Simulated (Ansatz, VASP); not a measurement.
Two plane-wave programs on Ga5N4

```
Ga N
1.0
     3.21626    0.00000    0.00000
     0.00000    3.21626    0.00000
     0.00000    0.00000   24.09695
Ga N
5 4
Cartesian
  1.6081 1.6081 7.4169
  0.0000 0.0000 9.7744
  1.6081 1.6081 12.0485
  0.0000 0.0000 14.3226
  1.6081 1.6081 16.6801
  1.6081 0.0000 8.6322
  0.0000 1.6081 10.9119
  1.6081 0.0000 13.1851
  0.0000 1.6081 15.4648
```

Alike in both runs: functional PBE; k mesh 8 × 8 × 1; occupations gaussian, width 0.05 eV; no spin polarisation.

Ansatz relaxed the structure, and its values are those at the end. VASP's run is a single point on that final structure, the one shown.

|  | VASP | Ansatz |
| --- | --- | --- |
| version | VASP 6.6.1 | Ansatz 0.2.0 |
| potentials or method | VASP PAW PBE potentials, release 64 (Ga_d, N), cutoff 520 eV | scalar-relativistic, plane waves, PAW |
| valence electrons in the cell | 85 | 85 |

|  | VASP | Ansatz | Ansatz less VASP |
| --- | --- | --- | --- |
| gap on the k mesh at the Fermi level (eV) | none | none | - |
| rms of the force components (eV/Å) | 0.009 | 0.005 | -0.0039 |
| work function, face that differs most (eV) | 5.23 | 5.22 | -0.002 |

A gap of «none» marks a metal or a gap that the smearing closes. With one functional, cell and mesh, what is left measures potentials, basis and numerics. Ansatz's warnings: xc potential rough in thin density.
